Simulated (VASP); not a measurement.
A run of VASP 6.6.1 is set up as follows.

INCAR

```
SYSTEM = FeO
PREC = Accurate ; ENCUT = 520
EDIFF = 1E-6 ; ISMEAR = -1
SIGMA = 0.05 ; LREAL = .False.
LASPH = .True. ; NELM = 150
ALGO = Normal ; ISIF = 2
LWAVE = .False. ; LCHARG = .False.
ISPIN = 2 ; MAGMOM = 3 0
LORBIT = 11 ; LMAXMIX = 4
GGA = PS ; NBANDS = 18
```

File KPOINTS:

```
Automatic mesh
0
Gamma
  10 10 10
  0 0 0
```

Contents of POSCAR:

```
FeO
1.0
    2.6124696300      0.0000000000      0.0000000000
    0.0000000000      2.6124696300      0.0000000000
    0.0000000000      0.0000000000      2.6124696300
Fe O
1 1
Direct
    0.0000000000      0.0000000000      0.0000000000
    0.5000000000      0.5000000000      0.5000000000
```

Potentials or basis: VASP PAW PBE potentials, release 64 (Fe, O).

Command:

```console
$ cat potpaw_PBE.64/Fe/POTCAR potpaw_PBE.64/O/POTCAR > POTCAR
$ mpirun -np 1 vasp_std > vasp.out
```

Problem. Estimate the band gap on the k mesh.

Solution. Zero (filled and empty bands overlap).

Problem. Predict the net moment.

Solution. 4.00 μB per cell.

Problem. Predict the site moments.

Solution. Fe +3.52; O +0.38 μB.

Problem. What does it give for the pressure?

Solution. -0.4 GPa.

Caveat: the PAW data sets were made with another functional, which shifts forces and pressure a little; a cell with one magnetic atom can't hold antiferromagnetic order, which such compounds often take; semilocal functionals often make such compounds metallic where correlation or magnetic order opens a gap, which also shifts bond lengths. With open d or f shells a metallic result of PBEsol can be an artefact of self-interaction; +U or a hybrid may open a gap.
